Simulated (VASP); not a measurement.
## C: single point with PBE

C:

```
C
1.0
     0.00000    2.12700    3.34800
     1.22800    0.00000    3.34800
     1.22800    2.12700    0.00000
C
2
Direct
  0.16667 0.83333 0.16667
  0.83333 0.16667 0.83333
```

| Property | Result |
| --- | --- |
| Program | VASP 6.6.1 |
| Task | single point |
| Functional | PBE |
| Potentials or basis | VASP PAW PBE potentials, release 64 (C) |
| Cutoff | 520 eV |
| k mesh | 9 × 9 × 9 |
| Occupations | fermi-dirac, width 0.05 eV |
| Spin | no spin polarisation |
| Dipole correction | no |
| Further INCAR settings | ALGO = Normal; EDIFF = 1e-07; NBANDS = 11 |

The pressure is 5.1 GPa. The largest force is 0.023 eV/Å. The band gap on the k mesh is 0.16 eV, indirect (the least direct gap lies 1.0 meV higher).

Forces in eV/Å, atoms in the order of the input:
```
C    0.000  0.023  0.000
C    0.000 -0.023  0.000
```

Stress tensor (GPa, compression positive):
```
6.02 0.00 0.00
0.00 5.65 0.00
0.00 0.00 3.54
```

Levels at points of the mesh, in eV from the valence-band top:
```tsv
k point	band 2	band 3	band 4	band 5	band 6	band 7
(0.00, 0.00, 0.00)	-6.50	-2.90	-2.87	4.38	8.52	8.59
```

It took 13 s on 1 thread of Intel(R) Xeon(R) 6975P-C (Granite Rapids) (shared host), peak memory 0.14 GiB.

A k mesh can miss the band edges.
